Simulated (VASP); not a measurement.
Runs of VASP 6.6.1 on BN. The structure is that of space group P-6m2 (No. 187), or close to it. The cells are those of the table. 

```tsv
cell	gap on the mesh (eV)
a = 2.609, b = 2.609, c = 26.000 Å, angles 90.0, 90.0, 60.0°, 2 atoms	(b)
a = 2.684, b = 2.684, c = 26.000 Å, angles 90.0, 90.0, 60.0°, 2 atoms	4.41
a = 2.509, b = 2.603, c = 26.000 Å, angles 90.0, 90.0, 61.2°, 2 atoms	4.56
a = 2.559, b = 2.521, c = 26.000 Å, angles 90.0, 90.0, 59.5°, 2 atoms	(a)
a = 2.408, b = 2.408, c = 26.000 Å, angles 90.0, 90.0, 60.0°, 2 atoms	4.75
```

Alike in all rows: task single point; level PBE+D3(BJ); potentials or basis VASP PAW PBE potentials, release 64 (B, N); no spin polarisation; k mesh 10 × 10 × 1; cutoff (eV) 520; smearing gaussian 0.02 eV.

Problem. Estimate the missing entries.

Solution. (a) 4.85; (b) 4.66.

A k mesh can miss the band edges.
